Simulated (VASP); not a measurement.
## ZnS: single point with r2SCAN

The system is ZnS.

```
Zn S
1.0
     0.00000    2.76899    2.76899
     2.76899    0.00000    2.76899
     2.76899    2.76899    0.00000
Zn S
1 1
Direct
  0.25000 0.25000 0.25000
  0.00000 0.00000 0.00000
```

This cell differs from its parent crystal: strain +2.8%.

```json
{"Program": "VASP 6.6.1", "Task": "single point", "Functional": "r2SCAN", "Potentials or basis": "VASP PAW PBE potentials, release 64 (Zn, S)", "Cutoff": "520 eV", "k mesh": "8 × 8 × 8", "Occupations": "gaussian, width 0.01 eV", "Spin": "no spin polarisation"}
```

```json
{"Pressure": "-5.3 GPa", "Band gap on the k mesh": "2.34 eV, direct"}
```

Levels at points of the mesh, in eV from the valence-band top:
```
           k point  band 6  band 7  band 8  band 9  band 10  band 11  band 12  band 13
(0.00, 0.00, 0.00)   -5.78    0.00    0.00    0.00     2.34     6.94     6.94     6.94
(0.50, 0.00, 0.00)   -5.61   -4.91   -0.78   -0.78     3.66     7.43     7.43     9.11
(0.50, 0.50, 0.00)   -5.60   -4.32   -2.02   -2.02     3.88     4.47    11.21    12.30
```

Wall time 2.9 min on 1 thread of Intel(R) Xeon(R) Platinum 8259CL CPU @ 2.50GHz (Skylake/Cascade Lake), with other jobs on the host, peak memory 0.17 GiB.

Caveat: the cell differs from its parent crystal (strain +2.8%); the PAW data sets were made with another functional, which shifts forces and pressure a little.
